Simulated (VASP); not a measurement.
# WS2 (R3m) in VASP: notebook

The runs below take WS2 through single point, with PBEsol.

All numbers are computed with VASP 6.6.1; they aren't measurements. Logs are shortened: lines on timing, memory, paths and dates and some standing lists are left out, and cuts for length are marked.

### 1 The cell of the first run

The structure is trigonal, space group R3m (No. 160). Conventional cell: a = 3.053 Å, b = 3.053 Å, c = 18.538 Å, α = 90.00°, β = 90.00°, γ = 120.00°. W (site symmetry 3m) has 6 S at 2.33 Å and 6 W at 3.05 Å within 3.1 Å. S (site symmetry 3m) has 3 W at 2.33 Å and 7 S at 3.04 to 3.05 Å within 3.1 Å. Within 3.1 Å of S (site symmetry 3m) lie 3 W at 2.33 Å and 7 S at 3.04 to 3.05 Å.

### 2 Single point, PBEsol (strain -0.030 along x and y, -0.030 along z)

Contents of INCAR:

```
SYSTEM = WS2
  ALGO = Normal
  EDIFF = 1E-6
  ENCUT = 520
  GGA = PS
  ISIF = 2
  ISMEAR = 0
  LASPH = .True.
  LCHARG = .True.
  LELF = .True.
  LREAL = .False.
  LVHAR = .True.
  LWAVE = .False.
  NBANDS = 20
  NELM = 80
  PREC = Accurate
  SIGMA = 0.05
```

Contents of KPOINTS:

```
k-points
0
Gamma
  12 12 12
  0 0 0
```

Contents of POSCAR:

```
WS2
1.0
    1.5265893002      0.8813767434      6.1793507999
   -1.5265893002      0.8813767434      6.1793507999
    0.0000000000     -1.7627534868      6.1793507999
W S
1 2
Direct
    0.9993284863      0.9993284863      0.9993284863
    0.7479630314      0.7479630314      0.7479630314
    0.5840084823      0.5840084823      0.5840084823
```

Potentials or basis: VASP PAW PBE potentials, release 64 (W_sv, S).

Command:

```console
cat potpaw_PBE.64/W_sv/POTCAR potpaw_PBE.64/S/POTCAR > POTCAR
mpirun -np 1 vasp_std > vasp.out
```

OUTCAR:

```text
SYSTEM = WS2
   EDIFF = 1E-6
   ENCUT = 520
   GGA = PS
   ISIF = 2
   ISMEAR = 0
   LASPH = .True.
   LREAL = .False.
   NELM = 80
   PREC = Accurate

 ion  position               nearest neighbor table
   1  0.999  0.999  0.999-   2 2.33   2 2.33   2 2.33   3 2.33   3 2.33   3 2.33
   2  0.748  0.748  0.748-   1 2.33   1 2.33   1 2.33
   3  0.584  0.584  0.584-   1 2.33   1 2.33   1 2.33

  LATTYP: Found a trigonal (rhomboedric) cell.
 ALAT       =     6.4258599552
 COS(alpha) =     0.8871213228

  Lattice vectors:

 A1 = (   1.5265893002,   0.8813767434,   6.1793507999)
 A2 = (  -1.5265893002,   0.8813767434,   6.1793507999)
 A3 = (   0.0000000000,  -1.7627534868,   6.1793507999)

Analysis of symmetry for initial positions (statically):
=====================================================================
 Subroutine PRICEL returns:
 Original cell was already a primitive cell.

 Routine SETGRP: Setting up the symmetry group for a
 trigonal (rhombohedral) supercell.

 Subroutine GETGRP returns: Found  6 space group operations
 (whereof  6 operations were pure point group operations)
 out of a pool of 12 trial point group operations.

The static configuration has the point symmetry C_3v.

Analysis of symmetry for dynamics (positions and initial velocities):
=====================================================================
 Subroutine PRICEL returns:
 Original cell was already a primitive cell.

 Routine SETGRP: Setting up the symmetry group for a
 trigonal (rhombohedral) supercell.

 Subroutine GETGRP returns: Found  6 space group operations
 (whereof  6 operations were pure point group operations)
 out of a pool of 12 trial point group operations.

The dynamic configuration has the point symmetry C_3v.

 Subroutine INISYM returns: Found  6 space group operations
 (whereof  6 operations are pure point group operations),
 and found     1 'primitive' translations

----------------------------------------------------------------------------------------

                                     Primitive cell

  volume of cell :      49.8859

  direct lattice vectors                    reciprocal lattice vectors
     1.526589300  0.881376743  6.179350800     0.327527515  0.189098099  0.053943099
    -1.526589300  0.881376743  6.179350800    -0.327527515  0.189098099  0.053943099
     0.000000000 -1.762753487  6.179350800     0.000000000 -0.378196198  0.053943099

  length of vectors
     6.425859955  6.425859955  6.425859955     0.382023850  0.382023850  0.382023850

  position of ions in fractional coordinates (direct lattice)
     0.999328486  0.999328486  0.999328486
     0.747963031  0.747963031  0.747963031
     0.584008482  0.584008482  0.584008482

  ion indices of the primitive-cell ions
   primitive index   ion index
                 1           1
                 2           2
                 3           3

----------------------------------------------------------------------------------------

 KPOINTS: k-points

Automatic generation of k-mesh.
 Grid dimensions read from file:
 generate k-points for:   12   12   12

 Generating k-lattice:

  Cartesian coordinates                     Fractional coordinates (reciprocal lattice)
     0.027293960  0.015758175  0.004495258     0.083333333 -0.000000000 -0.000000000
    -0.027293960  0.015758175  0.004495258    -0.000000000  0.083333333 -0.000000000
     0.000000000 -0.031516350  0.004495258    -0.000000000 -0.000000000  0.083333333

  Length of vectors
     0.031835321  0.031835321  0.031835321

  Shift w.r.t. Gamma in fractional coordinates (k-lattice)
     0.000000000  0.000000000  0.000000000

 Subroutine IBZKPT returns following result:
 ===========================================

 Found    189 irreducible k-points:

 Following reciprocal coordinates:
            Coordinates               Weight
  0.000000  0.000000  0.000000      1.000000
  0.083333 -0.000000  0.000000      6.000000
  0.166667 -0.000000  0.000000      6.000000
  0.250000  0.000000 -0.000000      6.000000
  0.333333  0.000000  0.000000      6.000000
  0.416667 -0.000000  0.000000      6.000000
[... 16 lines left out ...]
  0.500000  0.166667 -0.000000     12.000000
 -0.416667  0.166667  0.000000     12.000000
 [... further k-points ...]
   k-points           NKPTS =    189   k-points in BZ     NKDIM =    189   number of bands    NBANDS=     20
   number of dos      NEDOS =    301   number of ions     NIONS =      3
   total plane-waves  NPLWV = 110592
   dimension x,y,z NGX =    48 NGY =   48 NGZ =   48
   dimension x,y,z NGXF=    96 NGYF=   96 NGZF=   96
   ions per type =               1   2
   NGX,Y,Z   is equivalent  to a cutoff of  12.42, 12.42, 12.42 a.u.
   NGXF,Y,Z  is equivalent  to a cutoff of  24.84, 24.84, 24.84 a.u.
 SYSTEM =  WS2
   PREC   = accura    normal or accurate (medium, high low for compatibility)
   ISTART =      0    job   : 0-new  1-cont  2-samecut
   ICHARG =      2    charge: 1-file 2-atom 10-const
[... 83 lines left out ...]
     20      17.0395      0.00000

 k-point     3 :       0.1667   -0.0000    0.0000
  band No.  band energies     occupation
      1     -66.1856      2.00000
      2     -30.5816      2.00000
      3     -30.4399      2.00000
      4     -30.3323      2.00000
      5      -7.5731      2.00000
      6      -5.7000      2.00000
[... 12 lines left out ...]
     19      16.6293      0.00000
     20      17.5147      0.00000

 k-point     4 :       0.2500    0.0000   -0.0000
  band No.  band energies     occupation
      1     -66.1777      2.00000
      2     -30.5761      2.00000
      3     -30.5551      2.00000
      4     -30.3637      2.00000
      5      -6.9719      2.00000
      6      -5.5468      2.00000
[... 12 lines left out ...]
     19      16.5765      0.00000
     20      17.3850      0.00000

 k-point     5 :       0.3333    0.0000    0.0000
  band No.  band energies     occupation
      1     -66.1698      2.00000
      2     -30.7094      2.00000
      3     -30.5284      2.00000
      4     -30.3950      2.00000
      5      -6.2806      2.00000
      6      -5.3766      2.00000
[... 12 lines left out ...]
     19      15.7313      0.00000
     20      16.3142      0.00000

 k-point     6 :       0.4167   -0.0000    0.0000
  band No.  band energies     occupation
      1     -66.1640      2.00000
      2     -30.8051      2.00000
      3     -30.5087      2.00000
      4     -30.4177      2.00000
      5      -5.6794      2.00000
      6      -5.2396      2.00000
[... 12 lines left out ...]
     19      15.0341      0.00000
     20      15.8960      0.00000

 k-point     7 :       0.5000    0.0000   -0.0000
  band No.  band energies     occupation
      1     -66.1619      2.00000
      2     -30.8398      2.00000
      3     -30.5015      2.00000
      4     -30.4261      2.00000
      5      -5.4255      2.00000
      6      -5.1884      2.00000
[... 12 lines left out ...]
     19      14.9213      0.00000
     20      15.8531      0.00000
[... 277 lines left out ...]
 k-point    20 :       0.2500    0.1667    0.0000
  band No.  band energies     occupation
      1     -66.1807      2.00000
      2     -30.5648      2.00000
      3     -30.5200      2.00000
      4     -30.3591      2.00000
      5      -7.1805      2.00000
      6      -5.6398      2.00000
[... 12 lines left out ...]
     19      16.8191      0.00000
     20      17.2015      0.00000

 k-point    21 :       0.3333    0.1667    0.0000
  band No.  band energies     occupation
      1     -66.1738      2.00000
      2     -30.6176      2.00000
      3     -30.5418      2.00000
      4     -30.4059      2.00000
      5      -6.6179      2.00000
      6      -5.4939      2.00000
[... 12 lines left out ...]
     19      16.5474      0.00000
     20      17.1626      0.00000

 k-point    22 :       0.4167    0.1667    0.0000
  band No.  band energies     occupation
      1     -66.1669      2.00000
      2     -30.7089      2.00000
      3     -30.5186      2.00000
      4     -30.4574      2.00000
      5      -5.9792      2.00000
      6      -5.3181      2.00000
[... 12 lines left out ...]
     19      16.1503      0.00000
     20      16.9306      0.00000

 k-point    23 :       0.5000    0.1667   -0.0000
  band No.  band energies     occupation
      1     -66.1619      2.00000
      2     -30.7731      2.00000
      3     -30.5016      2.00000
      4     -30.4968      2.00000
      5      -5.4404      2.00000
      6      -5.1633      2.00000
[... 12 lines left out ...]
     19      16.2464      0.00000
     20      16.9783      0.00000

 k-point    24 :      -0.4167    0.1667    0.0000
  band No.  band energies     occupation
      1     -66.1601      2.00000
      2     -30.7962      2.00000
      3     -30.5114      2.00000
      4     -30.4954      2.00000
      5      -5.2253      2.00000
      6      -5.0961      2.00000
[... 12 lines left out ...]
     19      16.7773      0.00000
     20      16.9677      0.00000

 [... further k-points ...]

------------------------ aborting loop because EDIFF is reached ----------------------------------------

  FORCE on cell =-STRESS in cart. coord.  units (eV):
  Direction    XX          YY          ZZ          XY          YZ          ZX
  --------------------------------------------------------------------------------------
  -------------------------------------------------------------------------------------
  Total        5.6086591      5.6086591      6.0368901      0.0000000      0.0000000     -0.0000000
  in kB      180.1323554    180.1323554    193.8857780      0.0000000      0.0000000     -0.0000000
  external PRESSURE =     184.7168296 kB  Pullay stress =       0.0000000 kB

 VOLUME and BASIS-vectors are now :
 -----------------------------------------------------------------------------
  energy-cutoff  :      520.00
  volume of cell :       49.89
      direct lattice vectors                 reciprocal lattice vectors
     1.526589300  0.881376743  6.179350800     0.327527515  0.189098099  0.053943099
    -1.526589300  0.881376743  6.179350800    -0.327527515  0.189098099  0.053943099
     0.000000000 -1.762753487  6.179350800     0.000000000 -0.378196198  0.053943099

 POSITION                                       TOTAL-FORCE (eV/Angst)
 -----------------------------------------------------------------------------------
      0.00000      0.00000     18.52560         0.000000      0.000000      0.000016
      0.00000      0.00000     13.86578         0.000000     -0.000000      1.916678
      0.00000      0.00000     10.82638         0.000000      0.000000     -1.916694
 -----------------------------------------------------------------------------------
    total drift:                               -0.000000      0.000000      0.000095

  FREE ENERGIE OF THE ION-ELECTRON SYSTEM (eV)
  ---------------------------------------------------
  free  energy   TOTEN  =       -25.0159294458 eV

  energy  without entropy=      -25.0159294458  energy(sigma->0) =      -25.01592945
```

Wall time 5.8 min (1 thread of AMD EPYC 9R45 (Zen 5), shared host); peak memory 0.39 GiB.

Results:

```yaml
Free_energy: -25.0159 eV
Pressure: 18.5 GPa
Largest_force: 1.917 eV/Å
Band_gap_on_the_k_mesh: 1.10 eV (least direct gap 2.17 eV)
```

Forces in eV/Å, atoms in the order of the input:
```
W    0.000  0.000  0.000
S    0.000  0.000  1.917
S    0.000  0.000 -1.917
```

Stress tensor (GPa, compression positive):
```
18.01  0.00  0.00
 0.00 18.01  0.00
 0.00  0.00 19.39
```

Levels at points of the mesh, in eV from the valence-band top:
```csv
k point,band 9,band 10,band 11,band 12,band 13,band 14,band 15,band 16,band 17,band 18
"(0.00, 0.00, 0.00)",-3.80,-2.34,-2.34,-1.77,-1.45,2.57,2.57,3.00,3.00,5.25
"(0.50, 0.00, 0.00)",-5.71,-4.43,-2.68,-1.81,-1.73,2.76,2.94,3.91,4.51,4.70
"(0.50, 0.50, 0.00)",-5.44,-4.38,-3.25,-1.88,-1.60,2.72,3.14,3.50,4.98,5.20
"(0.50, 0.50, 0.50)",-3.81,-3.81,-2.32,-2.32,0.00,2.65,2.65,2.88,2.88,5.31
```

Caveat: the cell differs from its parent crystal (strain -0.030 along x and y, -0.030 along z); the cell stands under pressure; the PAW data sets were made with another functional, which shifts forces and pressure a little; spin-orbit coupling is left out, which moves the levels of the heavy elements. A k mesh can miss the band edges.

### 3 Single point, PBEsol (strain -0.030 along x and y, -0.015 along z)

Contents of INCAR:

```
PREC = Accurate
ENCUT = 520
EDIFF = 1E-6
ISMEAR = 0
SIGMA = 0.05
LREAL = F
LASPH = T
NELM = 80
ALGO = Normal
ISIF = 2
LWAVE = F
LCHARG = F
GGA = PS
NBANDS = 20
```

Contents of KPOINTS:

```
regular mesh
0
Gamma
  12 12 12
```

Contents of POSCAR:

```
WS2
1.0
    1.5265893002      0.8813767434      6.2749077711
   -1.5265893002      0.8813767434      6.2749077711
    0.0000000000     -1.7627534868      6.2749077711
W S
1 2
Direct
    0.9993284863      0.9993284863      0.9993284863
    0.7479630314      0.7479630314      0.7479630314
    0.5840084823      0.5840084823      0.5840084823
```

Potentials or basis: VASP PAW PBE potentials, release 64 (W_sv, S).

Command:

```console
cat potpaw_PBE.64/W_sv/POTCAR potpaw_PBE.64/S/POTCAR > POTCAR
mpirun -np 1 vasp_std > vasp.out
```

Run time: 6.2 min. Hardware: 1 thread of AMD EPYC 9R45 (Zen 5), shared host; peak memory 0.4 GiB.

The run converged. Its results:

```
Free energy            : -25.0953 eV
Pressure               : 14.7 GPa
Largest force          : 1.341 eV/Å
Band gap on the k mesh : 1.18 eV (least direct gap 2.25 eV)
```

Forces on the atoms (eV/Å):
```
W    0.000  0.000  0.000
S    0.000  0.000  1.341
S    0.000  0.000 -1.341
```

Stress tensor (GPa, compression positive):
```
15.37  0.00  0.00
 0.00 15.37  0.00
 0.00  0.00 13.48
```

Levels at points of the mesh, in eV from the valence-band top:
```csv
k point,band 9,band 10,band 11,band 12,band 13,band 14,band 15,band 16,band 17,band 18
"(0.00, 0.00, 0.00)",-3.48,-2.06,-2.06,-1.76,-1.37,2.73,2.73,3.07,3.07,5.44
"(0.50, 0.00, 0.00)",-5.48,-4.15,-2.60,-1.65,-1.51,2.95,3.02,4.02,4.57,4.89
"(0.50, 0.50, 0.00)",-5.23,-4.10,-3.13,-1.64,-1.45,2.92,3.24,3.62,4.99,5.35
"(0.50, 0.50, 0.50)",-3.49,-3.49,-2.04,-2.04,0.00,2.80,2.80,2.97,2.97,5.54
```

Caveat: the cell differs from its parent crystal (strain -0.030 along x and y, -0.015 along z); the cell stands under pressure; the PAW data sets were made with another functional, which shifts forces and pressure a little; spin-orbit coupling is left out, which moves the levels of the heavy elements. A k mesh can miss the band edges.

### 4 Single point, PBEsol (strain -0.030 along x and y, +0.000 along z)

Contents of INCAR:

```
ALGO = Normal ; EDIFF = 1E-7
ENCUT = 520 ; GGA = PS
ISIF = 2 ; ISMEAR = 0
LASPH = T ; LCHARG = T
LELF = T ; LREAL = F
LVHAR = T ; LWAVE = F
NBANDS = 20 ; NELM = 60
PREC = Accurate ; SIGMA = 0.05
```

Contents of KPOINTS:

```
k-points
0
Gamma
  12 12 12
```

Contents of POSCAR:

```
WS2
1.0
    1.5265893002      0.8813767434      6.3704647422
   -1.5265893002      0.8813767434      6.3704647422
    0.0000000000     -1.7627534868      6.3704647422
W S
1 2
Direct
    0.9993284863      0.9993284863      0.9993284863
    0.7479630314      0.7479630314      0.7479630314
    0.5840084823      0.5840084823      0.5840084823
```

Command:

```console
cat potpaw_PBE.64/W_sv/POTCAR potpaw_PBE.64/S/POTCAR > POTCAR
mpirun -np 1 vasp_std > vasp.out
```

Run time: 7.9 min. Hardware: 1 thread of AMD EPYC 9R45 (Zen 5), shared host; peak memory 0.41 GiB.

It converged, with:

* Free energy: -25.1472 eV
* Pressure: 11.3 GPa
* Largest force: 0.796 eV/Å
* Band gap on the k mesh: 1.25 eV (least direct gap 2.33 eV)

Forces on the atoms (eV/Å):
```
W    0.000  0.000  0.000
S    0.000  0.000  0.796
S    0.000  0.000 -0.796
```

Stress tensor (GPa, compression positive):
```
12.98  0.00  0.00
 0.00 12.98  0.00
 0.00  0.00  7.96
```

Levels at points of the mesh, in eV from the valence-band top:
| k point | band 11 | band 12 | band 13 | band 14 | band 15 | band 16 |
| --- | --- | --- | --- | --- | --- | --- |
| (0.00, 0.00, 0.00) | -1.79 | -1.75 | -1.29 | 2.89 | 2.89 | 3.14 |
| (0.50, 0.00, 0.00) | -2.53 | -1.49 | -1.29 | 3.11 | 3.13 | 4.12 |
| (0.50, 0.50, 0.00) | -3.02 | -1.41 | -1.30 | 3.11 | 3.33 | 3.73 |
| (0.50, 0.50, 0.50) | -1.77 | -1.77 | 0.00 | 2.95 | 2.95 | 3.05 |

Caveat: the cell differs from its parent crystal (strain -0.030 along x and y, +0.000 along z); the cell stands under pressure; the PAW data sets were made with another functional, which shifts forces and pressure a little; spin-orbit coupling is left out, which moves the levels of the heavy elements. A k mesh can miss the band edges.

### 5 Single point, PBEsol (strain -0.015 along x and y, -0.030 along z)

Contents of INCAR:

```
PREC = Accurate ; ENCUT = 520
EDIFF = 1E-6 ; ISMEAR = 0
SIGMA = 0.05 ; LREAL = False
LASPH = True ; NELM = 100
ALGO = Normal ; ISIF = 2
LWAVE = False ; LCHARG = True
GGA = PS ; LELF = True
LVHAR = True ; NBANDS = 20
```

Contents of KPOINTS:

```
Automatic mesh
0
Gamma
  12 12 12
```

Contents of POSCAR:

```
WS2
1.0
    1.5501963512      0.8950062807      6.1793507999
   -1.5501963512      0.8950062807      6.1793507999
    0.0000000000     -1.7900125614      6.1793507999
W S
1 2
Direct
    0.9993284863      0.9993284863      0.9993284863
    0.7479630314      0.7479630314      0.7479630314
    0.5840084823      0.5840084823      0.5840084823
```

Command:

```console
cat potpaw_PBE.64/W_sv/POTCAR potpaw_PBE.64/S/POTCAR > POTCAR
mpirun -np 1 vasp_std > vasp.out
```

It took 5.1 min on 1 thread of AMD EPYC 9R45 (Zen 5), shared host; peak memory 0.4 GiB.

It converged, with:

| Item | Value |
| --- | --- |
| Free energy | -25.1537 eV |
| Pressure | 11.7 GPa |
| Largest force | 1.446 eV/Å |
| Band gap on the k mesh | 1.07 eV (least direct gap 1.98 eV) |

Forces in eV/Å, atoms in the order of the input:
```
W    0.000  0.000  0.000
S    0.000  0.000  1.446
S    0.000  0.000 -1.446
```

Stress tensor (GPa, compression positive):
```
10.40  0.00  0.00
 0.00 10.40  0.00
 0.00  0.00 14.20
```

Levels at points of the mesh, in eV from the valence-band top:
```tsv
k point	band 11	band 12	band 13	band 14	band 15	band 16
(0.00, 0.00, 0.00)	-2.48	-1.72	-1.34	2.35	2.35	2.77
(0.50, 0.00, 0.00)	-2.66	-1.91	-1.84	2.45	2.77	3.73
(0.50, 0.50, 0.00)	-3.22	-2.06	-1.66	2.41	2.93	3.31
(0.50, 0.50, 0.50)	-2.46	-2.46	0.00	2.43	2.43	2.66
```

Caveat: the cell differs from its parent crystal (strain -0.015 along x and y, -0.030 along z); the cell stands under pressure; the PAW data sets were made with another functional, which shifts forces and pressure a little; spin-orbit coupling is left out, which moves the levels of the heavy elements. A k mesh can miss the band edges.

### 6 Summary

```tsv
cell	gap on the mesh (eV)	pressure (GPa)	largest force (eV/Å)
a = 6.426 Å, angles 27.5°, 3 atoms	1.10	18.5	1.92
a = 6.518 Å, angles 27.1°, 3 atoms	1.18	14.7	1.34
a = 6.610 Å, angles 26.7°, 3 atoms	1.25	11.3	0.80
a = 6.433 Å, angles 27.9°, 3 atoms	1.07	11.7	1.45
```

Alike in all rows: task single point; level PBEsol; potentials or basis VASP PAW PBE potentials, release 64 (W_sv, S); no spin polarisation; k mesh 12 × 12 × 12; cutoff (eV) 520; smearing gaussian 0.05 eV.

Caveats: the cell stands under pressure; the PAW data sets were made with another functional, which shifts forces and pressure a little; spin-orbit coupling is left out, which moves the levels of the heavy elements.

Absolute energies hang on the potentials; compare differences alone.
